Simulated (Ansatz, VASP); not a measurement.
Two plane-wave programs on Mo

Contents of INCAR:

```
PREC = Accurate ; ENCUT = 520
EDIFF = 1E-6 ; ISMEAR = -1
SIGMA = 0.1 ; LREAL = False
LASPH = True ; NELM = 100
ALGO = Normal ; ISIF = 2
LWAVE = False ; LCHARG = False
GGA = PE ; NBANDS = 21
```

File KPOINTS:

```
Automatic mesh
0
Gamma
  11 11 11
```

POSCAR

```
Mo
1.0
    0.0000000000      2.7264599391      2.7264599391
    2.7264599391      0.0000000000      2.7264599391
    2.7264599391      2.7264599391      0.0000000000
Mo
2
Direct
    0.1250000000      0.1250000000      0.1250000000
    0.8750000000      0.8750000000      0.8750000000
```

Input for Ansatz:

```yaml
crystal:
  lattice:
    - [0.0, 2.7264599391, 2.7264599391]
    - [2.7264599391, 0.0, 2.7264599391]
    - [2.7264599391, 2.7264599391, 0.0]
  atoms:
    - { symbol: Mo, position: [0.125, 0.125, 0.125] }
    - { symbol: Mo, position: [0.875, 0.875, 0.875] }
hamiltonian:
  xc: pbe
  pseudopotentials:
    kind: paw
    azcp:
      Mo: "pseudopotentials/Mo.paw.azcp"
basis:
  ecutwfc: 420
  fft_grid_basis: typed
kpoints:
  mp_grid: { grid: [11, 11, 11], shift: [0, 0, 0] }
magnetization:
  spin_polarized: false
scf:
  occupations: { method: fermi_dirac, width: 0.1 }
  lower_state_search: "off"
output:
  stress: true
```

Alike in both runs: task single point; functional PBE; k mesh 11 × 11 × 11; occupations fermi-dirac, width 0.1 eV; no spin polarisation.

|  | VASP | Ansatz |
| --- | --- | --- |
| version | VASP 6.6.1 | Ansatz 0.2.0 |
| potentials or method | VASP PAW PBE potentials, release 64 (Mo_sv), cutoff 520 eV | plane waves (420 eV) with PAW, scalar-relativistic |
| valence electrons in the cell | 28 | 28 |

Ansatz gave:

```
pressure (GPa) : 17.6
```

Estimate VASP's values.

pressure (GPa): 18.4.

The functional is the same, so the differences come from potentials, cutoffs and numerics.
